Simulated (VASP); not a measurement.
# InP (pbe) (F-43m) in VASP: a series of runs, part 2 of 3

VASP 6.6.1. Earlier steps stand in the parts before.

## 3. Single point, PBE

File INCAR:

```
SYSTEM = InP
ALGO     = Normal         ! electronic algorithm
EDIFF    = 1E-6           ! SCF threshold, eV
ENCUT    = 500            ! plane-wave cutoff, eV
GGA      = PE             ! functional
GGA_COMPAT= .False.      
ISIF     = 2              ! what is computed and relaxed
ISMEAR   = 0              ! smearing method
LASPH    = .True.         ! aspherical terms in the spheres
LCHARG   = .True.         ! write CHGCAR
LELF     = .True.         ! ELF
LREAL    = .False.        ! projectors in reciprocal space
LVHAR    = .True.       
LWAVE    = .False.        ! write WAVECAR
NBANDS   = 16             ! bands
NELM     = 120            ! most SCF steps
PREC     = Accurate       ! precision mode
SIGMA    = 0.01           ! smearing width, eV
```

File KPOINTS:

```
k-points
0
Gamma
  10 10 10
  0 0 0
```

File POSCAR:

```
InP
1.0
    0.0000000000      2.9497573479      2.9497573479
    2.9497573479      0.0000000000      2.9497573479
    2.9497573479      2.9497573479      0.0000000000
In P
1 1
Direct
    0.0000000000      0.0000000000      0.0000000000
    0.2500000000      0.2500000000      0.2500000000
```

Potentials or basis: VASP PAW PBE potentials, release 64 (In_d, P).

Run with:

```
$ cat potpaw_PBE.64/In_d/POTCAR potpaw_PBE.64/P/POTCAR > POTCAR
$ mpirun -np 1 vasp_std > vasp.out
```

OUTCAR:

```text
SYSTEM = InP
   EDIFF = 1E-6
   ENCUT = 500
   GGA = PE
   ISIF = 2
   ISMEAR = 0
   LASPH = .True.
   LREAL = .False.
   NELM = 120
   PREC = Accurate

 ion  position               nearest neighbor table
   1  0.000  0.000  0.000-   2 2.55   2 2.55   2 2.55   2 2.55
   2  0.250  0.250  0.250-   1 2.55   1 2.55   1 2.55   1 2.55

  LATTYP: Found a face centered cubic cell.
 ALAT       =     5.8995146958

  Lattice vectors:

 A1 = (   0.0000000000,   2.9497573479,   2.9497573479)
 A2 = (   2.9497573479,   0.0000000000,   2.9497573479)
 A3 = (   2.9497573479,   2.9497573479,   0.0000000000)

Analysis of symmetry for initial positions (statically):
=====================================================================
 Subroutine PRICEL returns:
 Original cell was already a primitive cell.

 Routine SETGRP: Setting up the symmetry group for a
 face centered cubic supercell.

 Subroutine GETGRP returns: Found 24 space group operations
 (whereof 24 operations were pure point group operations)
 out of a pool of 48 trial point group operations.

The static configuration has the point symmetry T_d .

Analysis of symmetry for dynamics (positions and initial velocities):
=====================================================================
 Subroutine PRICEL returns:
 Original cell was already a primitive cell.

 Routine SETGRP: Setting up the symmetry group for a
 face centered cubic supercell.

 Subroutine GETGRP returns: Found 24 space group operations
 (whereof 24 operations were pure point group operations)
 out of a pool of 48 trial point group operations.

The dynamic configuration has the point symmetry T_d .

 Subroutine INISYM returns: Found 24 space group operations
 (whereof 24 operations are pure point group operations),
 and found     1 'primitive' translations

----------------------------------------------------------------------------------------

                                     Primitive cell

  volume of cell :      51.3321
[... 108 lines left out ...]
     AMIX     =   0.40;   BMIX     =  1.00
     AMIX_MAG =   1.60;   BMIX_MAG =  1.00
  volume/ion in A,a.u.               =      25.67       173.20
  Fermi-wavevector in a.u.,A,eV,Ry     =   1.154435  2.181565 18.132750  1.332719
  Thomas-Fermi vector in A             =   2.291071
   LORBIT       =      0    0 simple, 1 ext, 2 COOP (PROOUT), +10 PAW based schemes
   GGA     = PE    functional components
   LHFCALC =     F    Hartree Fock is set to
   AEXX    =    0.0000 exact exchange contribution
   IVDW    =     0    specifies the selected vdW correction
   LEPSILON=     F    determine dielectric tensor
   LRPA    =     F    only Hartree local field effects (RPA)
 non-spin polarized calculation
 Gauss-broadening in eV      SIGMA  =   0.01
  energy-cutoff  :      500.00
  volume of cell :       51.33
 maximum number of plane-waves:      1326
   NGX = 15   NGY = 15   NGZ = 15

 number of electron      17.9999998 magnetization

 Free energy of the ion-electron system (eV)
  ---------------------------------------------------
  ext. energy  EPLUGINS =         0.00000000
  ---------------------------------------------------
  free energy    TOTEN  =        -8.39881814 eV

  energy without entropy =       -8.39881814  energy(sigma->0) =       -8.39881814

 E-fermi :   5.0739     XC(G=0):  -9.1967

 val. band max:        4.9748547065   @ k =   0.0000   0.0000   0.0000
 cond. band min:       5.5800469873   @ k =   0.0000   0.0000   0.0000
 fundamental gap:      0.6051922808
 Fermi energy:         5.0739016121

 k-point     1 :       0.0000    0.0000    0.0000
  band No.  band energies     occupation
      1      -9.1717      2.00000
      2      -9.1717      2.00000
      3      -9.1717      2.00000
      4      -9.0292      2.00000
      5      -9.0292      2.00000
      6      -6.4094      2.00000
[... 433 lines left out ...]
      3      -9.0971      2.00000
      4      -9.0615      2.00000
      5      -9.0043      2.00000
      6      -4.7935      2.00000
[... 8 lines left out ...]
     15      15.5539      0.00000
     16      17.6087      0.00000

 [... further k-points ...]

------------------------ aborting loop because EDIFF is reached ----------------------------------------

  FORCE on cell =-STRESS in cart. coord.  units (eV):
  Direction    XX          YY          ZZ          XY          YZ          ZX
  --------------------------------------------------------------------------------------
  -------------------------------------------------------------------------------------
  Total        0.6028209      0.6028209      0.6028209     -0.0000000     -0.0000000      0.0000000
  in kB       18.8152513     18.8152513     18.8152513     -0.0000000     -0.0000000      0.0000000
  external PRESSURE =      18.8152513 kB  Pullay stress =       0.0000000 kB

 VOLUME and BASIS-vectors are now :
 -----------------------------------------------------------------------------
  energy-cutoff  :      500.00
  volume of cell :       51.33
      direct lattice vectors                 reciprocal lattice vectors
     0.000000000  2.949757348  2.949757348    -0.169505468  0.169505468  0.169505468
     2.949757348  0.000000000  2.949757348     0.169505468 -0.169505468  0.169505468
     2.949757348  2.949757348  0.000000000     0.169505468  0.169505468 -0.169505468

 POSITION                                       TOTAL-FORCE (eV/Angst)
 -----------------------------------------------------------------------------------
      0.00000      0.00000      0.00000         0.000000      0.000000      0.000000
      1.47488      1.47488      1.47488        -0.000000     -0.000000     -0.000000
 -----------------------------------------------------------------------------------
    total drift:                                0.000000      0.000000     -0.000000

  FREE ENERGIE OF THE ION-ELECTRON SYSTEM (eV)
  ---------------------------------------------------
  free  energy   TOTEN  =        -8.3988181395 eV

  energy  without entropy=       -8.3988181395  energy(sigma->0) =       -8.39881814
```

OSZICAR:

```text
N       E                     dE             d eps       ncg     rms          rms(c)
DAV:   1     0.112048999900E+03    0.11205E+03   -0.81967E+03  1520   0.122E+03
DAV:   2    -0.120666121506E+01   -0.11326E+03   -0.10772E+03  1672   0.300E+02
DAV:   3    -0.860703551072E+01   -0.74004E+01   -0.73701E+01  1968   0.750E+01
DAV:   4    -0.880218173991E+01   -0.19515E+00   -0.19509E+00  1920   0.131E+01
DAV:   5    -0.881175170148E+01   -0.95700E-02   -0.95698E-02  2280   0.250E+00    0.550E+00
DAV:   6    -0.842460907436E+01    0.38714E+00   -0.61894E-01  2392   0.126E+01    0.331E+00
DAV:   7    -0.839751024598E+01    0.27099E-01   -0.15661E-01  2152   0.307E+00    0.124E+00
DAV:   8    -0.839797194371E+01   -0.46170E-03   -0.14873E-02  1888   0.143E+00    0.304E-01
DAV:   9    -0.839859661776E+01   -0.62467E-03   -0.12995E-03  1864   0.394E-01    0.149E-01
DAV:  10    -0.839874175532E+01   -0.14514E-03   -0.23116E-04  2280   0.189E-01    0.982E-02
DAV:  11    -0.839881857577E+01   -0.76820E-04   -0.11424E-04  1768   0.895E-02    0.406E-02
DAV:  12    -0.839881813945E+01    0.43631E-06   -0.75693E-06  1840   0.282E-02
   1 F= -.83988181E+01 E0= -.83988181E+01  d E =-.419579E-47
```

stdout:

```text
POSCAR found type information on POSCAR InP
 POSCAR found :  2 types and       2 ions
 scaLAPACK will be used
 LDA part: xc-table for (Slater+PW92), standard interpolation
 POSCAR, INCAR and KPOINTS ok, starting setup
 FFT: planning ... GRIDC
 FFT: planning ... GRID_SOFT
 FFT: planning ... GRID
 WAVECAR not read
 entering main loop
```

It took 61 s on 1 thread of Intel Xeon 8259CL, shared host; peak memory 0.19 GiB.

What came out:

```
Free energy            : -8.3988 eV
Pressure               : 1.9 GPa
Band gap on the k mesh : 0.61 eV, direct
```

Caveat: spin-orbit coupling is left out, which moves the levels of the heavy elements.

## 4. Single point, PBE

File INCAR:

```
PREC = Accurate
ENCUT = 500
EDIFF = 1E-6
ISMEAR = 0
SIGMA = 0.01
LREAL = False
LASPH = True
NELM = 120
ALGO = Normal
ISIF = 2
LWAVE = False
LCHARG = False
GGA = PE
NBANDS = 16
GGA_COMPAT = False
```

File KPOINTS:

```
Automatic mesh
0
Gamma
  10 10 10
```

POSCAR is that of step 3.

Run with:

```
$ cat potpaw_PBE.64/In_d/POTCAR potpaw_PBE.64/P/POTCAR > POTCAR
$ mpirun -np 1 vasp_std > vasp.out
```

Wall time 60 s (1 thread of Intel Xeon 8259CL, shared host); peak memory 0.19 GiB.

The run converged. Its results:

```yaml
Free_energy: -8.3988 eV
Pressure: 1.9 GPa
Band_gap_on_the_k_mesh: 0.61 eV, direct
```

Levels at points of the mesh, in eV from the valence-band top:
```csv
k point,band 5,band 6,band 7,band 8,band 9,band 10,band 11,band 12,band 13,band 14
"(0.00, 0.00, 0.00)",-14.00,-11.38,0.00,0.00,0.00,0.61,4.09,4.09,4.09,8.49
"(0.50, 0.00, 0.00)",-13.99,-9.72,-5.63,-0.94,-0.94,1.45,4.81,4.81,7.06,9.39
"(0.50, 0.50, 0.00)",-13.97,-9.09,-5.66,-2.25,-2.25,1.80,2.27,9.09,9.47,9.47
```

Caveat: spin-orbit coupling is left out, which moves the levels of the heavy elements. As with any semilocal functional, this PBE gap is likely too small.

(Continued in part 3 of 3.)
